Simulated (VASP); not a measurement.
# InSb (Fm-3m) in VASP: single point with r2SCAN

Aim: the single point of InSb with r2SCAN.

Everything below comes from runs of VASP 6.6.1. Logs are shortened: lines on timing, memory, paths and dates and some standing lists are left out, and cuts for length are marked.

## 1. The cell of the first run

The structure is cubic, space group Fm-3m (No. 225). The conventional cell has a = 6.147 Å, b = 6.147 Å, c = 6.147 Å, α = 90.00°, β = 90.00°, γ = 90.00°. Within 4.0 Å of In (site symmetry m-3m) lie 6 Sb at 3.07 Å. Sb (site symmetry m-3m) has 6 In at 3.07 Å within 4.0 Å.

## 2. Single point, r2SCAN

File POSCAR:

```
InSb
1.0
    0.0000000000      3.0735130000      3.0735130000
    3.0735130000      0.0000000000      3.0735130000
    3.0735130000      3.0735130000      0.0000000000
In Sb
1 1
Direct
    0.0000000000      0.0000000000      0.0000000000
    0.5000000000      0.5000000000      0.5000000000
```

File INCAR.step1:

```
SYSTEM = InSb
  PREC = Accurate
  ENCUT = 520
  ISMEAR = 0
  SIGMA = 0.15
  LREAL = .False.
  LASPH = .True.
  NELM = 60
  NBANDS = 16
  GGA = PE
  ALGO = Normal
  EDIFF = 1E-4
  LWAVE = .True.
  LCHARG = .False.
```

File INCAR.step2:

```
SYSTEM = InSb
  PREC = Accurate
  ENCUT = 520
  EDIFF = 1E-6
  ISMEAR = 0
  SIGMA = 0.15
  LREAL = .False.
  LASPH = .True.
  NELM = 60
  ALGO = Normal
  ISIF = 2
  LWAVE = .False.
  LCHARG = .False.
  METAGGA = R2SCAN
  LMIXTAU = .True.
  NBANDS = 16
  ISTART = 1
```

File KPOINTS:

```
Automatic mesh
0
Gamma
  6 6 6
  0 0 0
```

Potentials or basis: VASP PAW PBE potentials, release 64 (In_d, Sb).

Command:

```console
$ cat potpaw_PBE.64/In_d/POTCAR potpaw_PBE.64/Sb/POTCAR > POTCAR
$ cp INCAR.step1 INCAR
$ mpirun -np 1 vasp_std > vasp.out
$ cp INCAR.step2 INCAR
$ mpirun -np 1 vasp_std > vasp.out
```

OUTCAR:

```text
SYSTEM = InSb
   PREC = Accurate
   ENCUT = 520
   EDIFF = 1E-6
   ISMEAR = 0
   LREAL = .False.
   LASPH = .True.
   NELM = 60
   ISIF = 2
   METAGGA = R2SCAN
   ISTART = 1

 ion  position               nearest neighbor table
   1  0.000  0.000  0.000-   2 3.07   2 3.07   2 3.07   2 3.07   2 3.07   2 3.07
   2  0.500  0.500  0.500-   1 3.07   1 3.07   1 3.07   1 3.07   1 3.07   1 3.07

  LATTYP: Found a face centered cubic cell.
 ALAT       =     6.1470260000

  Lattice vectors:

 A1 = (   0.0000000000,   3.0735130000,   3.0735130000)
 A2 = (   3.0735130000,   0.0000000000,   3.0735130000)
 A3 = (   3.0735130000,   3.0735130000,   0.0000000000)

Analysis of symmetry for initial positions (statically):
=====================================================================
 Subroutine PRICEL returns:
 Original cell was already a primitive cell.

 Routine SETGRP: Setting up the symmetry group for a
 face centered cubic supercell.

 Subroutine GETGRP returns: Found 48 space group operations
 (whereof 48 operations were pure point group operations)
 out of a pool of 48 trial point group operations.

The static configuration has the point symmetry O_h .

Analysis of symmetry for dynamics (positions and initial velocities):
=====================================================================
 Subroutine PRICEL returns:
 Original cell was already a primitive cell.

 Routine SETGRP: Setting up the symmetry group for a
 face centered cubic supercell.

 Subroutine GETGRP returns: Found 48 space group operations
 (whereof 48 operations were pure point group operations)
 out of a pool of 48 trial point group operations.

The dynamic configuration has the point symmetry O_h .

 Subroutine INISYM returns: Found 48 space group operations
 (whereof 48 operations are pure point group operations),
 and found     1 'primitive' translations

----------------------------------------------------------------------------------------

                                     Primitive cell

  volume of cell :      58.0678

  direct lattice vectors                    reciprocal lattice vectors
     0.000000000  3.073513000  3.073513000    -0.162680295  0.162680295  0.162680295
     3.073513000  0.000000000  3.073513000     0.162680295 -0.162680295  0.162680295
     3.073513000  3.073513000  0.000000000     0.162680295  0.162680295 -0.162680295

  length of vectors
     4.346603769  4.346603769  4.346603769     0.281770535  0.281770535  0.281770535

  position of ions in fractional coordinates (direct lattice)
     0.000000000  0.000000000  0.000000000
     0.500000000  0.500000000  0.500000000

  ion indices of the primitive-cell ions
   primitive index   ion index
                 1           1
                 2           2

----------------------------------------------------------------------------------------

 KPOINTS: Automatic mesh

Automatic generation of k-mesh.
 Grid dimensions read from file:
 generate k-points for:    6    6    6

 Generating k-lattice:

  Cartesian coordinates                     Fractional coordinates (reciprocal lattice)
    -0.027113382  0.027113382  0.027113382     0.166666667  0.000000000  0.000000000
     0.027113382 -0.027113382  0.027113382     0.000000000  0.166666667  0.000000000
     0.027113382  0.027113382 -0.027113382     0.000000000  0.000000000  0.166666667

  Length of vectors
     0.046961756  0.046961756  0.046961756

  Shift w.r.t. Gamma in fractional coordinates (k-lattice)
     0.000000000  0.000000000  0.000000000

 Subroutine IBZKPT returns following result:
 ===========================================

 Found     16 irreducible k-points:

 Following reciprocal coordinates:
            Coordinates               Weight
  0.000000  0.000000  0.000000      1.000000
  0.166667  0.000000  0.000000      8.000000
  0.333333  0.000000  0.000000      8.000000
  0.500000  0.000000  0.000000      4.000000
  0.166667  0.166667  0.000000      6.000000
  0.333333  0.166667  0.000000     24.000000
[... 8 lines left out ...]
 -0.333333  0.333333  0.166667     24.000000
 -0.333333  0.500000  0.166667     12.000000
   k-points           NKPTS =     16   k-points in BZ     NKDIM =     16   number of bands    NBANDS=     16
   number of dos      NEDOS =    301   number of ions     NIONS =      2
   total plane-waves  NPLWV =  32768
   dimension x,y,z NGX =    32 NGY =   32 NGZ =   32
   dimension x,y,z NGXF=    64 NGYF=   64 NGZF=   64
   ions per type =               1   1
   NGX,Y,Z   is equivalent  to a cutoff of  12.24, 12.24, 12.24 a.u.
   NGXF,Y,Z  is equivalent  to a cutoff of  24.48, 24.48, 24.48 a.u.
 SYSTEM =  InSb
   PREC   = accura    normal or accurate (medium, high low for compatibility)
   ISTART =      1    job   : 0-new  1-cont  2-samecut
   ICHARG =      0    charge: 1-file 2-atom 10-const
   ISPIN  =      1    spin polarized calculation?
   LNONCOLLINEAR =      F non collinear calculations
   LSORBIT =      F    spin-orbit coupling
   LASPH  =      T    aspherical Exc in radial PAW
   ENCUT  =  520.0 eV  38.22 Ry    6.18 a.u.   8.08  8.08  8.08*2*pi/ulx,y,z
   NELM   =     60;   NELMIN=  2; NELMDL=  0     # of ELM steps
   EDIFF  = 0.1E-05   stopping-criterion for ELM
   LREAL  =      F    real-space projection
   EDIFFG = 0.1E-04   stopping-criterion for IOM
   NSW    =      0    number of steps for IOM
   IBRION =     -1    ionic relax: 0-MD 1-quasi-New 2-CG
   NFREE  =      0    steps in history (QN), initial steepest desc. (CG)
   ISIF   =      2    stress and relaxation
   ISYM   =      2    0-nonsym 1-usesym 2-fastsym
   POTIM  = 0.5000    time-step for ionic-motion
   TEBEG  =    0.0;   TEEND  =   0.0 temperature during run
   PSTRESS=    0.0 pullay stress
   NELECT =      18.0000    total number of electrons
   NUPDOWN=      -1.0000    fix difference up-down
   EMIN   =  10.00;   EMAX   =-10.00  energy-range for DOS
   EFERMI =   0.00;   METHOD = LEGACY
   ISMEAR =     0;   SIGMA  =   0.15  broadening in eV -4-tet -1-fermi 0-gaus
   EFERMI_NEDOS =   21; number of points for ismear=-14 and -15
   IALGO  =     38    algorithm
   IMIX   =      4    mixing-type and parameters
     AMIX     =   0.40;   BMIX     =  1.00
     AMIX_MAG =   1.60;   BMIX_MAG =  1.00
  volume/ion in A,a.u.               =      29.03       195.93
  Fermi-wavevector in a.u.,A,eV,Ry     =   1.107951  2.093724 16.701910  1.227556
  Thomas-Fermi vector in A             =   2.244472
   LORBIT       =      0    0 simple, 1 ext, 2 COOP (PROOUT), +10 PAW based schemes
   METAGGA = R2SCAN    functional components
   LHFCALC =     F    Hartree Fock is set to
   AEXX    =    0.0000 exact exchange contribution
   IVDW    =     0    specifies the selected vdW correction
   LEPSILON=     F    determine dielectric tensor
   LRPA    =     F    only Hartree local field effects (RPA)
 non-spin polarized calculation
 Gauss-broadening in eV      SIGMA  =   0.15
  energy-cutoff  :      520.00
  volume of cell :       58.07
 maximum number of plane-waves:      1588
   NGX = 17   NGY = 17   NGZ = 17

 number of electron      18.0000004 magnetization

 Free energy of the ion-electron system (eV)
  ---------------------------------------------------
  ext. energy  EPLUGINS =         0.00000000
  ---------------------------------------------------
  free energy    TOTEN  =       -48.38268988 eV

  energy without entropy =      -48.36473699  energy(sigma->0) =      -48.37371344

 E-fermi :   6.6071     XC(G=0): -10.2810

 val. band max:        6.6070572597   @ k =   0.3333   0.0000   0.0000
 cond. band min:       6.7608246581   @ k =  -0.3333   0.3333   0.0000
 fundamental gap:      0.1537673984
 Fermi energy:         6.6071048532

 k-point     1 :       0.0000    0.0000    0.0000
  band No.  band energies     occupation
      1      -8.5601      2.00000
      2      -8.5601      2.00000
      3      -8.5217      2.00000
      4      -8.5217      2.00000
      5      -8.5217      2.00000
      6      -4.8646      2.00000
[... 8 lines left out ...]
     15      13.0257      0.00000
     16      13.0257      0.00000

 k-point     2 :       0.1667    0.0000    0.0000
  band No.  band energies     occupation
      1      -8.5676      2.00000
      2      -8.5676      2.00000
      3      -8.5217      2.00000
      4      -8.5158      2.00000
      5      -8.5158      2.00000
      6      -4.5585      2.00000
[... 8 lines left out ...]
     15      13.6857      0.00000
     16      13.6857      0.00000

 k-point     3 :       0.3333    0.0000    0.0000
  band No.  band energies     occupation
      1      -8.5842      2.00000
      2      -8.5842      2.00000
      3      -8.5225      2.00000
      4      -8.5019      2.00000
      5      -8.5019      2.00000
      6      -3.7149      2.00000
[... 8 lines left out ...]
     15      15.3752      0.00000
     16      15.3752      0.00000

 k-point     4 :       0.5000    0.0000    0.0000
  band No.  band energies     occupation
      1      -8.5929      2.00000
      2      -8.5929      2.00000
      3      -8.5231      2.00000
      4      -8.4946      2.00000
      5      -8.4946      2.00000
      6      -2.9860      2.00000
[... 8 lines left out ...]
     15      17.4374      0.00000
     16      17.4374      0.00000
[... 172 lines left out ...]
 k-point    14 :       0.5000    0.3333    0.1667
  band No.  band energies     occupation
      1      -8.6348      2.00000
      2      -8.5674      2.00000
      3      -8.5235      2.00000
      4      -8.4983      2.00000
      5      -8.4905      2.00000
      6      -2.9877      2.00000
[... 8 lines left out ...]
     15      17.0849      0.00000
     16      17.1721      0.00000

 k-point    15 :      -0.3333    0.3333    0.1667
  band No.  band energies     occupation
      1      -8.6416      2.00000
      2      -8.5748      2.00000
      3      -8.5126      2.00000
      4      -8.5076      2.00000
      5      -8.4842      2.00000
      6      -2.3944      2.00000
[... 8 lines left out ...]
     15      15.1461      0.00000
     16      18.6461      0.00000

 k-point    16 :      -0.3333    0.5000    0.1667
  band No.  band energies     occupation
      1      -8.6693      2.00000
      2      -8.5605      2.00000
      3      -8.5262      2.00000
      4      -8.4951      2.00000
      5      -8.4780      2.00000
      6      -2.1726      2.00000
[... 8 lines left out ...]
     15      17.2888      0.00000
     16      19.5710      0.00000

------------------------ aborting loop because EDIFF is reached ----------------------------------------

  FORCE on cell =-STRESS in cart. coord.  units (eV):
  Direction    XX          YY          ZZ          XY          YZ          ZX
  --------------------------------------------------------------------------------------
  -------------------------------------------------------------------------------------
  Total       -0.5123907     -0.5123907     -0.5123907      0.0000000      0.0000000     -0.0000000
  in kB      -14.1376312    -14.1376312    -14.1376312      0.0000000      0.0000000     -0.0000000
  external PRESSURE =     -14.1376312 kB  Pullay stress =       0.0000000 kB

 VOLUME and BASIS-vectors are now :
 -----------------------------------------------------------------------------
  energy-cutoff  :      520.00
  volume of cell :       58.07
      direct lattice vectors                 reciprocal lattice vectors
     0.000000000  3.073513000  3.073513000    -0.162680295  0.162680295  0.162680295
     3.073513000  0.000000000  3.073513000     0.162680295 -0.162680295  0.162680295
     3.073513000  3.073513000  0.000000000     0.162680295  0.162680295 -0.162680295

 POSITION                                       TOTAL-FORCE (eV/Angst)
 -----------------------------------------------------------------------------------
      0.00000      0.00000      0.00000         0.000000      0.000000      0.000000
      3.07351      3.07351      3.07351         0.000000      0.000000     -0.000000
 -----------------------------------------------------------------------------------
    total drift:                                0.000000     -0.000000     -0.000000

  FREE ENERGIE OF THE ION-ELECTRON SYSTEM (eV)
  ---------------------------------------------------
  free  energy   TOTEN  =       -48.3826898782 eV

  energy  without entropy=      -48.3647369941  energy(sigma->0) =      -48.37371344
```

Wall time 2.3 min (1 thread of AMD EPYC 7R13, shared host); peak memory 0.16 GiB.

What came out:

| Quantity | Value |
| --- | --- |
| Free energy | -48.3827 eV |
| Pressure | -1.4 GPa |
| Band gap on the k mesh | zero (band 9 reaches 7.04 eV, above the bottom of band 10 at 4.26 eV) |

Levels at points of the mesh, in eV from the Fermi level:
```tsv
k point	band 7	band 8	band 9	band 10	band 11	band 12
(0.00, 0.00, 0.00)	-0.27	-0.23	-0.23	-0.23	6.29	6.29
(0.50, 0.00, 0.00)	-6.73	0.18	0.18	2.45	2.49	2.49
(0.50, 0.50, 0.00)	-4.68	-3.46	-2.35	-2.35	3.46	8.61
```

Caveat: the PAW data sets were made with another functional, which shifts forces and pressure a little; spin-orbit coupling is left out, which moves the levels of the heavy elements.
